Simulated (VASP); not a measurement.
The system is GaBiTe2Se.

```xyz
5
Lattice="5.2672 0.0000 0.0000 -2.6336 4.5616 0.0000 0.0000 0.0000 6.5616" Properties=species:S:1:pos:R:3 pbc="T T T"
Ga    0.0000    3.0410    3.2808
Bi    2.6336    1.5205    0.0000
Te    2.6336    1.5205    3.2808
Te    0.0000    3.0410    0.0000
Se    0.0000    0.0000    3.2808
```

The cell was built from a structure type or drawn by symmetry, and may not be a known phase.

| Quantity | Value |
| --- | --- |
| Program | VASP 6.6.1 |
| Task | relaxation of cell and atoms |
| Functional | PBE |
| Potentials or basis | VASP PAW PBE potentials, release 64 (Ga_d, Bi_d, Te, Se) |
| Cutoff | 600 eV |
| k mesh | 6 × 6 × 4 |
| Occupations | gaussian, width 0.1 eV |
| Spin | no spin polarisation |

At the start: pressure 0.0 GPa; volume 31.53 Å³/atom.

Task: Where does the relaxation end?

Result: Over 5 steps the energy falls by 13.9 meV/atom and the volume is 31.05 Å³/atom (-1.5 %); space group P-6m2 (No. 187, to 0.1 Å) before and after.

Step by step:
| step | energy change (eV) | largest force (eV/Å) | pressure (GPa) | volume (Å³) |
| --- | --- | --- | --- | --- |
| 1 | 0.0000 | 0.0000 | 0.01 | 157.65 |
| 2 | -0.0611 | 0.0000 | -0.41 | 157.64 |
| 3 | -0.0664 | 0.0000 | -0.48 | 157.61 |
| 4 | -0.0665 | 0.0000 | -0.49 | 157.60 |
| 5 | -0.0695 | 0.0000 | 0.06 | 155.26 |

Final structure:
```
CELL_PARAMETERS angstrom
5.33382 0.00000 0.00000
-2.66691 4.61922 0.00000
0.00000 0.00000 6.30169
ATOMIC_POSITIONS crystal
Ga 0.33333 0.66667 0.50000
Bi 0.66667 0.33333 0.00000
Te 0.66667 0.33333 0.50000
Te 0.33333 0.66667 0.00000
Se 0.00000 0.00000 0.50000
```
